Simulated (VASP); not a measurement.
# TiC (Fm-3m) in VASP: notebook

TiC is run at these levels: PBE; tasks: single point, relaxation of cell and atoms.

Program: VASP 6.6.1. These are calculated values, not measurements. Logs are shortened: lines on timing, memory, paths and dates and some standing lists are left out, and cuts for length are marked.

### 1 The cell of the first run

It takes space group Fm-3m (No. 225, cubic). Conventional cell: a = 4.333 Å, b = 4.333 Å, c = 4.333 Å, α = 90.00°, β = 90.00°, γ = 90.00°. Ti (site symmetry m-3m) has 6 C at 2.17 Å within 2.9 Å. C (site symmetry m-3m) has 6 Ti at 2.17 Å within 2.9 Å.

### 2 Single point, PBE

File INCAR:

```
SYSTEM = TiC
PREC = Accurate
ENCUT = 600
EDIFF = 1E-6
ISMEAR = -1
SIGMA = 0.05
LREAL = .False.
LASPH = .True.
NELM = 120
ALGO = Normal
ISIF = 2
LWAVE = .False.
LCHARG = .True.
GGA = PE
LELF = .True.
LVHAR = .True.
NBANDS = 15
GGA_COMPAT = .False.
```

File KPOINTS:

```
regular mesh
0
Gamma
  13 13 13
  0 0 0
```

File POSCAR:

```
TiC
1.0
    0.0000000000      2.1664270114      2.1664270114
    2.1664270114      0.0000000000      2.1664270114
    2.1664270114      2.1664270114      0.0000000000
Ti C
1 1
Direct
    0.0000000000      0.0000000000      0.0000000000
    0.5000000000      0.5000000000      0.5000000000
```

Potentials or basis: VASP PAW PBE potentials, release 64 (Ti_sv, C).

On the command line:

```console
> cat potpaw_PBE.64/Ti_sv/POTCAR potpaw_PBE.64/C/POTCAR > POTCAR
> mpirun -np 1 vasp_std > vasp.out
```

OUTCAR:

```text
SYSTEM = TiC
   PREC = Accurate
   ENCUT = 600
   EDIFF = 1E-6
   ISMEAR = -1
   LREAL = .False.
   LASPH = .True.
   NELM = 120
   ISIF = 2
   GGA = PE

 ion  position               nearest neighbor table
   1  0.000  0.000  0.000-   2 2.17   2 2.17   2 2.17   2 2.17   2 2.17   2 2.17
   2  0.500  0.500  0.500-   1 2.17   1 2.17   1 2.17   1 2.17   1 2.17   1 2.17

  LATTYP: Found a face centered cubic cell.
 ALAT       =     4.3328540228

  Lattice vectors:

 A1 = (   0.0000000000,   2.1664270114,   2.1664270114)
 A2 = (   2.1664270114,   0.0000000000,   2.1664270114)
 A3 = (   2.1664270114,   2.1664270114,   0.0000000000)

Analysis of symmetry for initial positions (statically):
=====================================================================
 Subroutine PRICEL returns:
 Original cell was already a primitive cell.

 Routine SETGRP: Setting up the symmetry group for a
 face centered cubic supercell.

 Subroutine GETGRP returns: Found 48 space group operations
 (whereof 48 operations were pure point group operations)
 out of a pool of 48 trial point group operations.

The static configuration has the point symmetry O_h .

Analysis of symmetry for dynamics (positions and initial velocities):
=====================================================================
 Subroutine PRICEL returns:
 Original cell was already a primitive cell.

 Routine SETGRP: Setting up the symmetry group for a
 face centered cubic supercell.

 Subroutine GETGRP returns: Found 48 space group operations
 (whereof 48 operations were pure point group operations)
 out of a pool of 48 trial point group operations.

The dynamic configuration has the point symmetry O_h .

 Subroutine INISYM returns: Found 48 space group operations
 (whereof 48 operations are pure point group operations),
 and found     1 'primitive' translations

----------------------------------------------------------------------------------------

                                     Primitive cell

  volume of cell :      20.3358

  direct lattice vectors                    reciprocal lattice vectors
     0.000000000  2.166427011  2.166427011    -0.230794759  0.230794759  0.230794759
     2.166427011  0.000000000  2.166427011     0.230794759 -0.230794759  0.230794759
     2.166427011  2.166427011  0.000000000     0.230794759  0.230794759 -0.230794759

  length of vectors
     3.063790461  3.063790461  3.063790461     0.399748249  0.399748249  0.399748249

  position of ions in fractional coordinates (direct lattice)
     0.000000000  0.000000000  0.000000000
     0.500000000  0.500000000  0.500000000

  ion indices of the primitive-cell ions
   primitive index   ion index
                 1           1
                 2           2

----------------------------------------------------------------------------------------

 KPOINTS: regular mesh

Automatic generation of k-mesh.
 Grid dimensions read from file:
 generate k-points for:   13   13   13

 Generating k-lattice:

  Cartesian coordinates                     Fractional coordinates (reciprocal lattice)
    -0.017753443  0.017753443  0.017753443     0.076923077  0.000000000  0.000000000
     0.017753443 -0.017753443  0.017753443     0.000000000  0.076923077  0.000000000
     0.017753443  0.017753443 -0.017753443     0.000000000  0.000000000  0.076923077

  Length of vectors
     0.030749865  0.030749865  0.030749865

  Shift w.r.t. Gamma in fractional coordinates (k-lattice)
     0.000000000  0.000000000  0.000000000

 Subroutine IBZKPT returns following result:
 ===========================================

 Found     84 irreducible k-points:

 Following reciprocal coordinates:
            Coordinates               Weight
  0.000000  0.000000  0.000000      1.000000
  0.076923  0.000000  0.000000      8.000000
  0.153846  0.000000  0.000000      8.000000
  0.230769  0.000000  0.000000      8.000000
  0.307692  0.000000  0.000000      8.000000
  0.384615  0.000000  0.000000      8.000000
[... 16 lines left out ...]
  0.384615  0.153846  0.000000     24.000000
  0.461538  0.153846  0.000000     24.000000
 [... further k-points ...]
   k-points           NKPTS =     84   k-points in BZ     NKDIM =     84   number of bands    NBANDS=     15
   number of dos      NEDOS =    301   number of ions     NIONS =      2
   total plane-waves  NPLWV =  13824
   dimension x,y,z NGX =    24 NGY =   24 NGZ =   24
   dimension x,y,z NGXF=    48 NGYF=   48 NGZF=   48
   ions per type =               1   1
   NGX,Y,Z   is equivalent  to a cutoff of  13.02, 13.02, 13.02 a.u.
   NGXF,Y,Z  is equivalent  to a cutoff of  26.05, 26.05, 26.05 a.u.
 SYSTEM =  TiC
   PREC   = accura    normal or accurate (medium, high low for compatibility)
   ISTART =      0    job   : 0-new  1-cont  2-samecut
   ICHARG =      2    charge: 1-file 2-atom 10-const
   ISPIN  =      1    spin polarized calculation?
   LNONCOLLINEAR =      F non collinear calculations
   LSORBIT =      F    spin-orbit coupling
   LASPH  =      T    aspherical Exc in radial PAW
   ENCUT  =  600.0 eV  44.10 Ry    6.64 a.u.   6.12  6.12  6.12*2*pi/ulx,y,z
   NELM   =    120;   NELMIN=  2; NELMDL= -5     # of ELM steps
   EDIFF  = 0.1E-05   stopping-criterion for ELM
   LREAL  =      F    real-space projection
   EDIFFG = 0.1E-04   stopping-criterion for IOM
   NSW    =      0    number of steps for IOM
   IBRION =     -1    ionic relax: 0-MD 1-quasi-New 2-CG
   NFREE  =      0    steps in history (QN), initial steepest desc. (CG)
   ISIF   =      2    stress and relaxation
   ISYM   =      2    0-nonsym 1-usesym 2-fastsym
   POTIM  = 0.5000    time-step for ionic-motion
   TEBEG  =    0.0;   TEEND  =   0.0 temperature during run
   PSTRESS=    0.0 pullay stress
   NELECT =      16.0000    total number of electrons
   NUPDOWN=      -1.0000    fix difference up-down
   EMIN   =  10.00;   EMAX   =-10.00  energy-range for DOS
   EFERMI =   0.00;   METHOD = LEGACY
   ISMEAR =    -1;   SIGMA  =   0.05  broadening in eV -4-tet -1-fermi 0-gaus
   EFERMI_NEDOS =   21; number of points for ismear=-14 and -15
   IALGO  =     38    algorithm
   IMIX   =      4    mixing-type and parameters
     AMIX     =   0.40;   BMIX     =  1.00
     AMIX_MAG =   1.60;   BMIX_MAG =  1.00
  volume/ion in A,a.u.               =      10.17        68.62
  Fermi-wavevector in a.u.,A,eV,Ry     =   1.511335  2.856009 31.077526  2.284134
  Thomas-Fermi vector in A             =   2.621406
   LORBIT       =      0    0 simple, 1 ext, 2 COOP (PROOUT), +10 PAW based schemes
   GGA     = PE    functional components
   LHFCALC =     F    Hartree Fock is set to
   AEXX    =    0.0000 exact exchange contribution
   IVDW    =     0    specifies the selected vdW correction
   LEPSILON=     F    determine dielectric tensor
   LRPA    =     F    only Hartree local field effects (RPA)
 non-spin polarized calculation
  energy-cutoff  :      600.00
  volume of cell :       20.34
 maximum number of plane-waves:       690
   NGX = 13   NGY = 13   NGZ = 13

 number of electron      16.0000000 magnetization

 Free energy of the ion-electron system (eV)
  ---------------------------------------------------
  ext. energy  EPLUGINS =         0.00000000
  ---------------------------------------------------
  free energy    TOTEN  =       -18.71127024 eV

  energy without entropy =      -18.70885661  energy(sigma->0) =      -18.71006343

 E-fermi :   9.4172     XC(G=0): -12.6924

 val. band max:        9.3386082878   @ k =   0.4615   0.4615   0.0000
 cond. band min:       9.4458465268   @ k =   0.3846   0.3077   0.0000
 fundamental gap:      0.1072382390
 Fermi energy:         9.4171882789

 k-point     1 :       0.0000    0.0000    0.0000
  band No.  band energies     occupation
      1     -47.1918      2.00000
      2     -23.2169      2.00000
      3     -23.2169      2.00000
      4     -23.2169      2.00000
      5      -2.9903      2.00000
      6      10.0935      0.00000
      7      10.0935      0.00000
      8      10.0935      0.00000
      9      11.0778      0.00000
     10      11.0778      0.00000
     11      11.0778      0.00000
     12      11.1108      0.00000
     13      11.1108      0.00000
     14      19.8695      0.00000
     15      23.4289      0.00000

 k-point     2 :       0.0769    0.0000    0.0000
  band No.  band energies     occupation
      1     -47.1877      2.00000
      2     -23.2462      2.00000
      3     -23.2196      2.00000
      4     -23.2196      2.00000
      5      -2.8572      2.00000
      6       9.4697      0.51818
      7       9.7284      0.00395
      8       9.7284      0.00395
      9      10.4066      0.00000
     10      10.4066      0.00000
     11      11.3954      0.00000
     12      12.3410      0.00000
     13      12.3410      0.00000
     14      20.1072      0.00000
     15      23.4757      0.00000

 k-point     3 :       0.1538    0.0000    0.0000
  band No.  band energies     occupation
      1     -47.1762      2.00000
      2     -23.3268      2.00000
      3     -23.2273      2.00000
      4     -23.2273      2.00000
      5      -2.4694      2.00000
      6       8.3102      2.00000
      7       8.7557      2.00000
      8       8.7557      2.00000
      9      10.6241      0.00000
     10      10.6241      0.00000
     11      11.7790      0.00000
     12      13.6515      0.00000
     13      13.6515      0.00000
     14      20.6023      0.00000
     15      23.4627      0.00000
[... 343 lines left out ...]
 k-point    23 :       0.3846    0.1538    0.0000
  band No.  band energies     occupation
      1     -47.1287      2.00000
      2     -23.5772      2.00000
      3     -23.2970      2.00000
      4     -23.2924      2.00000
      5      -0.7031      2.00000
      6       5.2395      2.00000
      7       6.9087      2.00000
      8       7.5601      2.00000
      9      10.8032      0.00000
     10      12.2102      0.00000
     11      13.1032      0.00000
     12      15.0073      0.00000
     13      16.5465      0.00000
     14      20.6856      0.00000
     15      24.3365      0.00000

 k-point    24 :       0.4615    0.1538    0.0000
  band No.  band energies     occupation
      1     -47.1175      2.00000
      2     -23.6435      2.00000
      3     -23.3182      2.00000
      4     -23.2932      2.00000
      5      -0.0765      2.00000
      6       4.5299      2.00000
      7       6.5363      2.00000
      8       7.0827      2.00000
      9      11.3958      0.00000
     10      12.4162      0.00000
     11      13.2632      0.00000
     12      15.9239      0.00000
     13      16.6637      0.00000
     14      19.8698      0.00000
     15      24.1565      0.00000

 [... further k-points ...]
[... 5 lines left out ...]
  --------------------------------------------------------------------------------------
  -------------------------------------------------------------------------------------
  Total        0.0090042      0.0090042      0.0090042      0.0000000      0.0000000      0.0000000
  in kB        0.7094064      0.7094064      0.7094064      0.0000000      0.0000000      0.0000000
  external PRESSURE =       0.7094064 kB  Pullay stress =       0.0000000 kB

 VOLUME and BASIS-vectors are now :
 -----------------------------------------------------------------------------
  energy-cutoff  :      600.00
  volume of cell :       20.34
      direct lattice vectors                 reciprocal lattice vectors
     0.000000000  2.166427011  2.166427011    -0.230794759  0.230794759  0.230794759
     2.166427011  0.000000000  2.166427011     0.230794759 -0.230794759  0.230794759
     2.166427011  2.166427011  0.000000000     0.230794759  0.230794759 -0.230794759

 POSITION                                       TOTAL-FORCE (eV/Angst)
 -----------------------------------------------------------------------------------
      0.00000      0.00000      0.00000        -0.000000      0.000000      0.000000
      2.16643      2.16643      2.16643         0.000000     -0.000000     -0.000000
 -----------------------------------------------------------------------------------
    total drift:                                0.000000     -0.000000     -0.000000

  FREE ENERGIE OF THE ION-ELECTRON SYSTEM (eV)
  ---------------------------------------------------
  free  energy   TOTEN  =       -18.7112702417 eV

  energy  without entropy=      -18.7088566115  energy(sigma->0) =      -18.71006343
```

Wall time 17 s (1 thread of Intel Xeon 6975P-C, shared host); peak memory 0.16 GiB.

Results:

* Free energy: -18.7113 eV
* Pressure: 0.1 GPa
* Band gap on the k mesh: zero (band 8 reaches 10.09 eV, above the bottom of band 9 at 9.02 eV)

Levels at points of the mesh, in eV from the Fermi level:
```tsv
k point	band 5	band 6	band 7	band 8	band 9	band 10	band 11	band 12
(0.00, 0.00, 0.00)	-12.41	0.68	0.68	0.68	1.66	1.66	1.66	1.69
```

### 3 Relaxation of cell and atoms, PBE

This run uses another cell than the first one, of 10.07 Å³/atom, 0.990 times its volume.

File INCAR:

```
  PREC = Accurate
  ENCUT = 600
  EDIFF = 1E-7
  ISMEAR = -1
  SIGMA = 0.05
  LREAL = F
  LASPH = T
  NELM = 120
  ALGO = Normal
  ISIF = 3
  LWAVE = F
  LCHARG = F
  GGA = PE
  IBRION = 2
  NSW = 80
  EDIFFG = -0.01
  GGA_COMPAT = F
  NELMIN = 4
```

File KPOINTS:

```
Automatic mesh
0
Gamma
  13 13 13
```

File POSCAR:

```
TiC
1.0
    0.0000000000      2.1593000000      2.1593000000
    2.1593000000      0.0000000000      2.1593000000
    2.1593000000      2.1593000000      0.0000000000
Ti C
1 1
Direct
    0.0000000000      0.0000000000      0.0000000000
    0.5000000000      0.5000000000      0.5000000000
```

Potentials or basis: VASP PAW PBE potentials, release 64 (Ti_sv, C).

On the command line:

```console
> cat potpaw_PBE.64/Ti_sv/POTCAR potpaw_PBE.64/C/POTCAR > POTCAR
> mpirun -np 1 vasp_std > vasp.out
```

Run time: 37 s. Hardware: 1 thread of Intel Xeon 6975P-C, shared host; peak memory 0.16 GiB.

It converged, with:

| Property | Result |
| --- | --- |
| Free energy | -18.7110 eV |
| Relaxed volume | 10.17 Å³/atom |
| Relaxed cell | a = 3.064 Å, b = 3.064 Å, c = 3.064 Å, α = 60.00°, β = 60.00°, γ = 60.00° |
| Space group after relaxing (to 0.05 Å) | Fm-3m (No. 225) |
| Energy gained by relaxing | 0.9 meV/atom |
| Ionic steps | 3 |
| Pressure after relaxing | 0.0 GPa |
| Band gap on the k mesh | zero (band 8 reaches 10.09 eV, above the bottom of band 9 at 9.01 eV) |

Step by step:
```csv
step,energy change (eV),largest force (eV/Å),pressure (GPa),volume (Å³)
1,0.0000,0.0000,2.64,20.14
2,0.0011,0.0000,-3.24,20.62
3,-0.0017,0.0000,-0.01,20.35
```

Final structure:
```xyz
2
Lattice="0.0000 2.1669 2.1669 2.1669 0.0000 2.1669 2.1669 2.1669 0.0000" Properties=species:S:1:pos:R:3 pbc="T T T"
Ti    0.0000    0.0000    0.0000
C     2.1669    2.1669    2.1669
```

Levels at points of the mesh, in eV from the Fermi level:
| k point | band 6 | band 7 | band 8 | band 9 | band 10 | band 11 |
| --- | --- | --- | --- | --- | --- | --- |
| (0.00, 0.00, 0.00) | 0.68 | 0.68 | 0.68 | 1.66 | 1.66 | 1.66 |

PBE usually gives volumes a little too large and moduli too small. Zero-point motion and thermal expansion aren't in these numbers.

### 4 Relaxation of cell and atoms, PBE, target pressure 10 GPa, at which the enthalpy is minimised

This run uses another cell than the first one, of 10.07 Å³/atom, 0.990 times its volume.

File INCAR:

```
  ALGO = Normal
  EDIFF = 1E-7
  EDIFFG = -0.01
  ENCUT = 600
  GGA = PE
  GGA_COMPAT = False
  IBRION = 2
  ISIF = 3
  ISMEAR = -1
  LASPH = True
  LCHARG = False
  LREAL = False
  LWAVE = False
  NELM = 120
  NELMIN = 4
  NSW = 80
  PREC = Accurate
  PSTRESS = 100.0
  SIGMA = 0.05
```

File KPOINTS:

```
k-points
0
Gamma
  13 13 13
```

POSCAR is that of step 3.

On the command line:

```console
> cat potpaw_PBE.64/Ti_sv/POTCAR potpaw_PBE.64/C/POTCAR > POTCAR
> mpirun -np 1 vasp_std > vasp.out
```

Wall time 34 s (1 thread of Intel Xeon 6975P-C, shared host); peak memory 0.16 GiB.

It converged, with:

| Item | Value |
| --- | --- |
| Free energy | -18.6889 eV |
| Relaxed volume | 9.80 Å³/atom |
| Relaxed cell | a = 3.027 Å, b = 3.027 Å, c = 3.027 Å, α = 60.00°, β = 60.00°, γ = 60.00° |
| Space group after relaxing (to 0.05 Å) | Fm-3m (No. 225) |
| Energy change on relaxing (the enthalpy is what falls) | +10.2 meV/atom |
| Ionic steps | 3 |
| Pressure after relaxing | 9.9 GPa |
| Band gap on the k mesh | zero (band 8 reaches 10.54 eV, above the bottom of band 9 at 9.44 eV) |

The path:
```csv
step,energy change (eV),largest force (eV/Å),pressure (GPa),volume (Å³)
1,0.0000,0.0000,2.64,20.14
2,0.1000,0.0000,22.72,18.82
3,0.0204,0.0000,9.93,19.61
```

Final structure:
```
Ti C
1.0
     0.00000    2.14027    2.14027
     2.14027    0.00000    2.14027
     2.14027    2.14027    0.00000
Ti C
1 1
Direct
  0.00000 0.00000 0.00000
  0.50000 0.50000 0.50000
```

Levels at points of the mesh, in eV from the Fermi level:
```tsv
k point	band 4	band 5	band 6	band 7	band 8	band 9	band 10	band 11	band 12
(0.00, 0.00, 0.00)	-32.51	-12.58	0.69	0.69	0.69	1.70	1.70	1.70	1.77
```

Caveat: the cell is relaxed towards a set pressure, so the enthalpy falls and the energy may rise.

### 5 Overview

| task | cell | gap on the mesh (eV) | pressure (GPa) |
| --- | --- | --- | --- |
| single point | a = 3.064 Å, angles 60.0°, 2 atoms | none | 0.1 |
| relaxation of cell and atoms | relaxed from a = 3.054 Å, angles 60.0°, 2 atoms | none | 0.0 |
| relaxation of cell and atoms | relaxed to 10 GPa from a = 3.054 Å, angles 60.0°, 2 atoms | none | 9.9 |

Alike in all rows: level PBE; potentials or basis VASP PAW PBE potentials, release 64 (Ti_sv, C); no spin polarisation; k mesh 13 × 13 × 13; cutoff (eV) 600; smearing fermi-dirac 0.05 eV.

Caveats: the cell is relaxed towards a set pressure, so the enthalpy falls and the energy may rise (some runs).

Absolute energies hang on the potentials; compare differences alone.
